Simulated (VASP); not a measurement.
# Sn (I4_1/amd) in VASP: single point with PBE

Aim: the single point of Sn with PBE.

Program: VASP 6.6.1. These are calculated values, not measurements. Logs are shortened: lines on timing, memory, paths and dates and some standing lists are left out, and cuts for length are marked.

### 1 The cell of the first run

Symmetry: I4_1/amd, No. 141, tetragonal system. The conventional cell has a = 5.938 Å, b = 5.938 Å, c = 3.225 Å, α = 90.00°, β = 90.00°, γ = 90.00°. Sn (site symmetry -4m2) has 10 Sn at 3.08 to 3.83 Å within 4.0 Å.

### 2 Single point, PBE

Input file INCAR:

```
ALGO = Fast
EDIFF = 1E-7
ENCUT = 520
GGA = PE
ISIF = 2
ISMEAR = 0
LASPH = T
LCHARG = F
LREAL = F
LWAVE = F
NBANDS = 21
NELM = 80
PREC = Accurate
SIGMA = 0.2
```

Input file KPOINTS:

```
k-points
0
Gamma
  18 18 18
```

Input file POSCAR:

```
Sn
1.0
   -2.9687985631      2.9687985631      1.6123065260
    2.9687985631     -2.9687985631      1.6123065260
    2.9687985631      2.9687985631     -1.6123065260
Sn
2
Direct
    0.0000000000      0.0000000000      0.0000000000
    0.7500000000      0.2500000000      0.5000000000
```

Potentials or basis: VASP PAW PBE potentials, release 64 (Sn_d).

Started as:

```bash
> cat potpaw_PBE.64/Sn_d/POTCAR > POTCAR
> mpirun -np 1 vasp_std > vasp.out
```

OUTCAR:

```text
EDIFF = 1E-7
   ENCUT = 520
   GGA = PE
   ISIF = 2
   ISMEAR = 0
   LASPH = T
   LREAL = F
   NELM = 80
   PREC = Accurate

 ion  position               nearest neighbor table
   1  0.000  0.000  0.000-   2 3.08   2 3.08   2 3.08   2 3.08
   2  0.750  0.250  0.500-   1 3.08   1 3.08   1 3.08   1 3.08

  LATTYP: Found a body centered tetragonal cell.
 ALAT       =     5.9375971262
 C/A-ratio  =     0.5430838407

  Lattice vectors:

 A1 = (  -2.9687985631,   2.9687985631,   1.6123065260)
 A2 = (   2.9687985631,  -2.9687985631,   1.6123065260)
 A3 = (   2.9687985631,   2.9687985631,  -1.6123065260)

Analysis of symmetry for initial positions (statically):
=====================================================================
 Subroutine PRICEL returns:
 Original cell was already a primitive cell.

 Routine SETGRP: Setting up the symmetry group for a
 body centered tetragonal supercell.

 Subroutine GETGRP returns: Found 16 space group operations
 (whereof  8 operations were pure point group operations)
 out of a pool of 16 trial point group operations.

The static configuration has the point symmetry D_2d.
 The point group associated with its full space group is D_4h.

Analysis of symmetry for dynamics (positions and initial velocities):
=====================================================================
 Subroutine PRICEL returns:
 Original cell was already a primitive cell.

 Routine SETGRP: Setting up the symmetry group for a
 body centered tetragonal supercell.

 Subroutine GETGRP returns: Found 16 space group operations
 (whereof  8 operations were pure point group operations)
 out of a pool of 16 trial point group operations.

The dynamic configuration has the point symmetry D_2d.
 The point group associated with its full space group is D_4h.

 Subroutine INISYM returns: Found 16 space group operations
 (whereof  8 operations are pure point group operations),
 and found     1 'primitive' translations

----------------------------------------------------------------------------------------

                                     Primitive cell

  volume of cell :      56.8420

  direct lattice vectors                    reciprocal lattice vectors
    -2.968798563  2.968798563  1.612306526     0.000000000  0.168418298  0.310114728
     2.968798563 -2.968798563  1.612306526     0.168418298  0.000000000  0.310114728
     2.968798563  2.968798563 -1.612306526     0.168418298  0.168418298  0.000000000

  length of vectors
     4.497450628  4.497450628  4.497450628     0.352896398  0.352896398  0.238179441

  position of ions in fractional coordinates (direct lattice)
     0.000000000  0.000000000  0.000000000
     0.750000000  0.250000000  0.500000000

  ion indices of the primitive-cell ions
   primitive index   ion index
                 1           1
                 2           2

----------------------------------------------------------------------------------------

 KPOINTS: k-points

Automatic generation of k-mesh.
 Grid dimensions read from file:
 generate k-points for:   18   18   18

 Generating k-lattice:

  Cartesian coordinates                     Fractional coordinates (reciprocal lattice)
     0.000000000  0.009356572  0.017228596     0.055555556  0.000000000  0.000000000
     0.009356572  0.000000000  0.017228596     0.000000000  0.055555556  0.000000000
     0.009356572  0.009356572  0.000000000     0.000000000  0.000000000  0.055555556

  Length of vectors
     0.019605355  0.019605355  0.013232191

  Shift w.r.t. Gamma in fractional coordinates (k-lattice)
     0.000000000  0.000000000  0.000000000

 Subroutine IBZKPT returns following result:
 ===========================================

 Found    480 irreducible k-points:

 Following reciprocal coordinates:
            Coordinates               Weight
  0.000000  0.000000  0.000000      1.000000
  0.055556 -0.000000  0.000000      8.000000
  0.111111 -0.000000  0.000000      8.000000
  0.166667 -0.000000  0.000000      8.000000
  0.222222  0.000000  0.000000      8.000000
  0.277778  0.000000  0.000000      8.000000
[... 16 lines left out ...]
 -0.277778  0.055556  0.000000     16.000000
 -0.222222  0.055556 -0.000000     16.000000
 [... further k-points ...]
   k-points           NKPTS =    480   k-points in BZ     NKDIM =    480   number of bands    NBANDS=     21
   number of dos      NEDOS =    301   number of ions     NIONS =      2
   total plane-waves  NPLWV =  46656
   dimension x,y,z NGX =    36 NGY =   36 NGZ =   36
   dimension x,y,z NGXF=    72 NGYF=   72 NGZF=   72
   ions per type =               2
   NGX,Y,Z   is equivalent  to a cutoff of  13.31, 13.31, 13.31 a.u.
   NGXF,Y,Z  is equivalent  to a cutoff of  26.61, 26.61, 26.61 a.u.
 SYSTEM =  unknown system
   PREC   = accura    normal or accurate (medium, high low for compatibility)
   ISTART =      0    job   : 0-new  1-cont  2-samecut
   ICHARG =      2    charge: 1-file 2-atom 10-const
   ISPIN  =      1    spin polarized calculation?
   LNONCOLLINEAR =      F non collinear calculations
   LSORBIT =      F    spin-orbit coupling
   LASPH  =      T    aspherical Exc in radial PAW
   ENCUT  =  520.0 eV  38.22 Ry    6.18 a.u.   8.36  8.36  8.36*2*pi/ulx,y,z
   NELM   =     80;   NELMIN=  2; NELMDL= -5     # of ELM steps
   EDIFF  = 0.1E-06   stopping-criterion for ELM
   LREAL  =      F    real-space projection
   EDIFFG = 0.1E-05   stopping-criterion for IOM
   NSW    =      0    number of steps for IOM
   IBRION =     -1    ionic relax: 0-MD 1-quasi-New 2-CG
   NFREE  =      0    steps in history (QN), initial steepest desc. (CG)
   ISIF   =      2    stress and relaxation
   ISYM   =      2    0-nonsym 1-usesym 2-fastsym
   POTIM  = 0.5000    time-step for ionic-motion
   TEBEG  =    0.0;   TEEND  =   0.0 temperature during run
   PSTRESS=    0.0 pullay stress
   NELECT =      28.0000    total number of electrons
   NUPDOWN=      -1.0000    fix difference up-down
   EMIN   =  10.00;   EMAX   =-10.00  energy-range for DOS
   EFERMI =   0.00;   METHOD = LEGACY
   ISMEAR =     0;   SIGMA  =   0.20  broadening in eV -4-tet -1-fermi 0-gaus
   EFERMI_NEDOS =   21; number of points for ismear=-14 and -15
   IALGO  =     68    algorithm
   IMIX   =      4    mixing-type and parameters
     AMIX     =   0.40;   BMIX     =  1.00
     AMIX_MAG =   1.60;   BMIX_MAG =  1.00
  volume/ion in A,a.u.               =      28.42       191.79
  Fermi-wavevector in a.u.,A,eV,Ry     =   1.292919  2.443262 22.744019  1.671638
  Thomas-Fermi vector in A             =   2.424596
   LORBIT       =      0    0 simple, 1 ext, 2 COOP (PROOUT), +10 PAW based schemes
   GGA     = PE    functional components
   LHFCALC =     F    Hartree Fock is set to
   AEXX    =    0.0000 exact exchange contribution
   IVDW    =     0    specifies the selected vdW correction
   LEPSILON=     F    determine dielectric tensor
   LRPA    =     F    only Hartree local field effects (RPA)
 non-spin polarized calculation
 RMM-DIIS sequential band-by-band and
 Gauss-broadening in eV      SIGMA  =   0.20
  energy-cutoff  :      520.00
  volume of cell :       56.84
 maximum number of plane-waves:      1549
 NGX is ok and might be reduce to    36
   NGX = 17   NGY = 17   NGZ = 17

 number of electron      27.9999991 magnetization

 Free energy of the ion-electron system (eV)
  ---------------------------------------------------
  ext. energy  EPLUGINS =         0.00000000
  ---------------------------------------------------
  free energy    TOTEN  =        -7.62019720 eV

  energy without entropy =       -7.59895132  energy(sigma->0) =       -7.60957426

 E-fermi :   7.4077     XC(G=0): -10.0895

 val. band max:        7.4073138778   @ k =  -0.3333  -0.4444   0.1667
 cond. band min:       7.4101570943   @ k =  -0.2222   0.2778   0.2222
 fundamental gap:      0.0028432165
 Fermi energy:         7.4076952283

 k-point     1 :       0.0000    0.0000    0.0000
  band No.  band energies     occupation
      1     -14.1780      2.00000
      2     -14.1097      2.00000
      3     -14.0659      2.00000
      4     -14.0603      2.00000
      5     -13.9292      2.00000
      6     -13.9292      2.00000
[... 13 lines left out ...]
     20      17.0189      0.00000
     21      17.6930      0.00000

 k-point     2 :       0.0556   -0.0000    0.0000
  band No.  band energies     occupation
      1     -14.1764      2.00000
      2     -14.1040      2.00000
      3     -14.0640      2.00000
      4     -14.0537      2.00000
      5     -13.9332      2.00000
      6     -13.9329      2.00000
[... 13 lines left out ...]
     20      16.9967      0.00000
     21      17.3805      0.00000

 k-point     3 :       0.1111   -0.0000    0.0000
  band No.  band energies     occupation
      1     -14.1713      2.00000
      2     -14.0881      2.00000
      3     -14.0585      2.00000
      4     -14.0358      2.00000
      5     -13.9431      2.00000
      6     -13.9397      2.00000
[... 13 lines left out ...]
     20      16.2363      0.00000
     21      16.3464      0.00000

 k-point     4 :       0.1667   -0.0000    0.0000
  band No.  band energies     occupation
      1     -14.1629      2.00000
      2     -14.0652      2.00000
      3     -14.0500      2.00000
      4     -14.0129      2.00000
      5     -13.9562      2.00000
      6     -13.9432      2.00000
[... 13 lines left out ...]
     20      15.4303      0.00000
     21      15.7591      0.00000

 k-point     5 :       0.2222    0.0000    0.0000
  band No.  band energies     occupation
      1     -14.1523      2.00000
      2     -14.0414      2.00000
      3     -14.0397      2.00000
      4     -13.9976      2.00000
      5     -13.9704      2.00000
      6     -13.9385      2.00000
[... 13 lines left out ...]
     20      14.7808      0.00000
     21      15.7165      0.00000
[... 382 lines left out ...]
     20      14.5944      0.00000
     21      16.4746      0.00000

 k-point    22 :      -0.3333    0.0556   -0.0000
  band No.  band energies     occupation
      1     -14.1330      2.00000
      2     -14.0295      2.00000
      3     -14.0236      2.00000
      4     -14.0107      2.00000
      5     -13.9776      2.00000
      6     -13.9506      2.00000
[... 13 lines left out ...]
     20      14.6508      0.00000
     21      15.9414      0.00000

 k-point    23 :      -0.2778    0.0556    0.0000
  band No.  band energies     occupation
      1     -14.1442      2.00000
      2     -14.0449      2.00000
      3     -14.0332      2.00000
      4     -14.0085      2.00000
      5     -13.9677      2.00000
      6     -13.9416      2.00000
[... 13 lines left out ...]
     20      15.1043      0.00000
     21      15.6311      0.00000

 k-point    24 :      -0.2222    0.0556   -0.0000
  band No.  band energies     occupation
      1     -14.1554      2.00000
      2     -14.0675      2.00000
      3     -14.0438      2.00000
      4     -14.0213      2.00000
      5     -13.9549      2.00000
      6     -13.9373      2.00000
[... 13 lines left out ...]
     20      15.6544      0.00000
     21      15.7898      0.00000

 [... further k-points ...]

------------------------ aborting loop because EDIFF is reached ----------------------------------------

  FORCE on cell =-STRESS in cart. coord.  units (eV):
  Direction    XX          YY          ZZ          XY          YZ          ZX
  --------------------------------------------------------------------------------------
  -------------------------------------------------------------------------------------
  Total       -0.0157571     -0.0157571     -0.0258598      0.0000000      0.0000000      0.0000000
  in kB       -0.4441381     -0.4441381     -0.7288980      0.0000000      0.0000000      0.0000000
  external PRESSURE =      -0.5390581 kB  Pullay stress =       0.0000000 kB

 VOLUME and BASIS-vectors are now :
 -----------------------------------------------------------------------------
  energy-cutoff  :      520.00
  volume of cell :       56.84
      direct lattice vectors                 reciprocal lattice vectors
    -2.968798563  2.968798563  1.612306526     0.000000000  0.168418298  0.310114728
     2.968798563 -2.968798563  1.612306526     0.168418298  0.000000000  0.310114728
     2.968798563  2.968798563 -1.612306526     0.168418298  0.168418298  0.000000000

 POSITION                                       TOTAL-FORCE (eV/Angst)
 -----------------------------------------------------------------------------------
      0.00000      0.00000      0.00000        -0.000000     -0.000000     -0.000000
      0.00000      2.96880      0.80615         0.000000      0.000000      0.000000
 -----------------------------------------------------------------------------------
    total drift:                               -0.000000      0.000000     -0.000000

  FREE ENERGIE OF THE ION-ELECTRON SYSTEM (eV)
  ---------------------------------------------------
  free  energy   TOTEN  =        -7.6201971992 eV

  energy  without entropy=       -7.5989513188  energy(sigma->0) =       -7.60957426
```

Wall time 8.1 min (1 thread of Intel Xeon Platinum 8488C (Sapphire Rapids), shared host); peak memory 0.55 GiB.

What came out:

```yaml
Free_energy: -7.6202 eV
Pressure: -0.1 GPa
Band_gap_on_the_k_mesh: zero (band 14 reaches 8.91 eV, above the bottom of band 15 at 4.78 eV)
```

Levels at points of the mesh, in eV from the Fermi level:
```
           k point  band 11  band 12  band 13  band 14  band 15  band 16  band 17  band 18
(0.00, 0.00, 0.00)   -10.79    -3.79    -1.86    -1.86     3.04     5.98     5.98     6.59
(0.50, 0.00, 0.00)    -6.80    -5.24    -2.33    -1.60    -1.04     2.30     2.75     4.47
(0.50, 0.50, 0.00)    -8.65    -8.65     0.60     0.60     1.48     1.48     5.88     5.88
(0.50, 0.50, 0.50)    -7.43    -7.43    -4.54    -4.54     4.95     4.95     8.91     8.91
```

Caveat: spin-orbit coupling is left out, which moves the levels of the heavy elements.
